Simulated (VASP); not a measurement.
A run of VASP 6.6.1:

Contents of INCAR:

```
PREC     = Accurate       # precision mode
ENCUT    = 520            # plane-wave cutoff, eV
EDIFF    = 1E-6           # SCF threshold, eV
ISMEAR   = -1             # smearing method
SIGMA    = 0.01           # smearing width, eV
LREAL    = F              # projectors in reciprocal space
LASPH    = T              # aspherical terms in the spheres
NELM     = 60             # most SCF steps
ALGO     = Normal         # electronic algorithm
ISIF     = 2              # what is computed and relaxed
LWAVE    = F              # write WAVECAR
LCHARG   = F              # write CHGCAR
GGA      = PE             # functional
NBANDS   = 28             # bands
```

The input KPOINTS:

```
regular mesh
0
Gamma
  8 8 6
```

The input POSCAR:

```
SnO
1.0
    3.8020000000      0.0000000000      0.0000000000
    0.0000000000      3.8020000000      0.0000000000
    0.0000000000      0.0000000000      4.6909200000
Sn O
2 2
Direct
    0.0000000000      0.5000000000      0.2385000000
    0.5000000000      0.0000000000      0.7615000000
    0.0000000000      0.0000000000      0.0000000000
    0.5000000000      0.5000000000      0.0000000000
```

Potentials or basis: VASP PAW PBE potentials, release 64 (Sn_d, O).

Command:

```sh
$ cat potpaw_PBE.64/Sn_d/POTCAR potpaw_PBE.64/O/POTCAR > POTCAR
$ mpirun -np 1 vasp_std > vasp.out
```

Hardware: 1 thread of Intel(R) Xeon(R) Platinum 8259CL CPU @ 2.50GHz (Skylake/Cascade Lake), with other jobs on the host.

Task: How long does it take, and how much memory?

Result: It took 69 s on 1 thread of Intel(R) Xeon(R) Platinum 8259CL CPU @ 2.50GHz (Skylake/Cascade Lake), on a shared host, peak memory 0.23 GiB. Counts: scf iterations 14, k points 60.
